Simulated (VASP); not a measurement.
# Sc2AlN3: relaxation of cell and atoms with PBE

Sc2AlN3:

```
Sc Al N
1.0
     2.72414    0.00000    0.00000
     0.00000    2.72414    0.00000
     0.00000    0.00000    8.19797
Sc Al N
2 1 3
Direct
  0.00000 0.00000 0.33117
  0.00000 0.00000 0.66883
  0.00000 0.00000 0.00000
  0.50000 0.50000 0.15611
  0.50000 0.50000 0.50000
  0.50000 0.50000 0.84389
```

The cell was generated, and may not be a known phase.

```yaml
Program: VASP 6.6.1
Task: relaxation of cell and atoms
Functional: PBE
Potentials_or_basis: VASP PAW PBE potentials, release 64 (Sc_sv, Al, N)
Cutoff: 600 eV
k_mesh: 14 × 14 × 6
Occupations: gaussian, width 0.1 eV
Spin: no spin polarisation
Dipole_correction: no
Further_INCAR_settings: ALGO = Fast; EDIFF = 1e-06; IBRION = 2; EDIFFG = -0.01; NSW = 100; ISIF = 3
```

```yaml
Relaxed_volume: 10.18 Å³/atom
Relaxed_cell: a = 2.729 Å, b = 2.729 Å, c = 8.208 Å, α = 90.00°, β = 90.00°, γ = 90.00°
Space_group_after_relaxing_to_0.1_Å: P4/mmm (No. 123)
Energy_gained_by_relaxing: 0.2 meV/atom
Ionic_steps: 4
Pressure_after_relaxing: 0.0 GPa
Largest_force_after_relaxing: 0.004 eV/Å
Band_gap_on_the_k_mesh: zero (bands 20 and 21 overlap by 0.66 eV)
```

Forces on the atoms (eV/Å):
```
Sc   0.000  0.000  0.004
Sc   0.000  0.000 -0.004
Al   0.000  0.000  0.000
N    0.000  0.000  0.001
N    0.000  0.000  0.000
N    0.000  0.000 -0.001
```

The path:
```csv
step,energy change (eV),largest force (eV/Å),pressure (GPa),volume (Å³)
1,0.0000,0.0923,0.83,60.84
2,-0.0008,0.0102,-0.56,61.30
3,-0.0011,0.0282,-0.09,61.14
4,-0.0011,0.0035,-0.01,61.11
```

Final structure:
```
Sc Al N
1.0
     2.72865    0.00000    0.00000
     0.00000    2.72865    0.00000
     0.00000    0.00000    8.20757
Sc Al N
2 1 3
Direct
  0.00000 0.00000 0.33064
  0.00000 0.00000 0.66936
  0.00000 0.00000 0.00000
  0.50000 0.50000 0.15614
  0.50000 0.50000 0.50000
  0.50000 0.50000 0.84386
```

Levels at points of the mesh, in eV from the Fermi level:
```csv
k point,band 16,band 17,band 18,band 19,band 20,band 21,band 22,band 23,band 24
"(0.00, 0.00, 0.00)",-0.75,-0.56,-0.56,-0.53,-0.48,-0.48,-0.30,-0.02,2.83
"(0.50, 0.00, 0.00)",-2.89,-1.18,-1.07,-0.11,0.12,0.24,0.26,3.23,3.40
"(0.50, 0.50, 0.00)",-4.34,-4.34,-4.30,-3.64,-0.48,0.65,2.09,3.44,3.52
"(0.00, 0.00, 0.50)",-1.19,-1.14,-1.14,-0.74,-0.31,-0.13,-0.13,1.12,2.36
"(0.50, 0.00, 0.50)",-2.56,-1.36,-1.05,-0.55,-0.16,0.25,0.63,3.37,3.62
"(0.50, 0.50, 0.50)",-5.19,-3.65,-3.65,-1.45,-1.21,0.11,0.61,2.42,2.42
```

Run time: 26 min on 1 thread of Oxide Virtual Turin-like Processor, with other jobs on the host, peak memory 0.35 GiB.
